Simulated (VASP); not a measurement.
Wanted: the native input for a VASP 6.6.1 run.

| Property | Result |
| --- | --- |
| Task | single point |
| Functional | LDA |
| Potentials or basis | VASP PAW LDA potentials, release 64 (Ba_sv, Li_sv, F) |
| Cutoff | 520 eV |
| k mesh | 6 × 6 × 6 |
| Occupations | gaussian, width 0.05 eV |
| Spin | no spin polarisation |
| Dipole correction | no |
| Further INCAR settings | ALGO = Normal; EDIFF = 1e-06; NBANDS = 25 |

The structure of BaLiF3 lies in POSCAR:

```
BaLiF3
1.0
    3.9287529154      0.0000000000      0.0000000000
    0.0000000000      3.9287529154      0.0000000000
    0.0000000000      0.0000000000      3.9287529154
Ba Li F
1 1 3
Direct
    0.0000000000      0.0000000000      0.0000000000
    0.5000000000      0.5000000000      0.5000000000
    0.0000000000      0.5000000000      0.5000000000
    0.5000000000      0.5000000000      0.0000000000
    0.5000000000      0.0000000000      0.5000000000
```

This cell differs from its parent crystal: strain -0.015 along x and y, -0.015 along z.

One way to write it, as run:

INCAR

```
SYSTEM = BaLiF3
PREC     = Accurate       ! precision mode
ENCUT    = 520            ! plane-wave cutoff, eV
EDIFF    = 1E-6           ! SCF threshold, eV
ISMEAR   = 0              ! smearing method
SIGMA    = 0.05           ! smearing width, eV
LREAL    = .False.        ! projectors in reciprocal space
LASPH    = .True.         ! aspherical terms in the spheres
NELM     = 80             ! most SCF steps
ALGO     = Normal         ! electronic algorithm
ISIF     = 2              ! what is computed and relaxed
LWAVE    = .False.        ! write WAVECAR
LCHARG   = .True.         ! write CHGCAR
LELF     = .True.         ! ELF
LVHAR    = .True.       
NBANDS   = 25             ! bands
```

KPOINTS

```
regular mesh
0
Gamma
  6 6 6
  0 0 0
```

Potentials or basis: VASP PAW LDA potentials, release 64 (Ba_sv, Li_sv, F).

Run with:

```bash
$ cat potpaw_LDA.64/Ba_sv/POTCAR potpaw_LDA.64/Li_sv/POTCAR potpaw_LDA.64/F/POTCAR > POTCAR
$ mpirun -np 1 vasp_std > vasp.out
```

Results of the run:

```yaml
Band_gap_on_the_k_mesh: 6.53 eV
```

Caveat: the cell differs from its parent crystal (strain -0.015 along x and y, -0.015 along z); spin-orbit coupling is left out, which moves the levels of the heavy elements.

Wall time 54 s on 1 thread of AMD EPYC 7R43 64-Core Processor (Zen 3) (shared host), peak memory 0.12 GiB.
